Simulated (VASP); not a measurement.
## Ti: single point with r2SCAN+D4

Ti:

```
Ti
1.0
     4.55949    0.00000    0.00000
    -2.27975    3.94864    0.00000
     0.00000    0.00000    2.82154
Ti
3
Direct
  0.00000 0.00000 0.00000
  0.33333 0.66667 0.50000
  0.66667 0.33333 0.50000
```

This isn't the form of Ti at room conditions, which is hcp.

```yaml
Program: VASP 6.6.1
Task: single point
Functional: r2SCAN
Dispersion: D4
Potentials_or_basis: VASP PAW PBE potentials, release 64 (Ti_sv)
Cutoff: 520 eV
k_mesh: 8 × 8 × 11
Occupations: fermi-dirac, width 0.1 eV
Spin: no spin polarisation
Dipole_correction: no
Further_INCAR_settings: ALGO = Normal; EDIFF = 1e-07; NBANDS = 25
```

```yaml
Pressure: 0.4 GPa
Band_gap_on_the_k_mesh: zero (bands 18 and 19 overlap by 0.22 eV)
Dispersion_energy_per_atom: -0.069 eV
```

Levels at points of the mesh, in eV from the Fermi level:
```tsv
k point	band 16	band 17	band 18	band 19	band 20	band 21
(0.00, 0.00, 0.00)	-0.78	-0.75	-0.75	0.04	0.85	1.47
(0.50, 0.00, 0.00)	-0.41	-0.34	-0.33	0.11	0.66	0.97
```

Run time: 16 min on 1 thread of AMD EPYC 7R13, on a shared host, peak memory 0.18 GiB.

Caveat: the PAW data sets were made with another functional, which shifts forces and pressure a little.
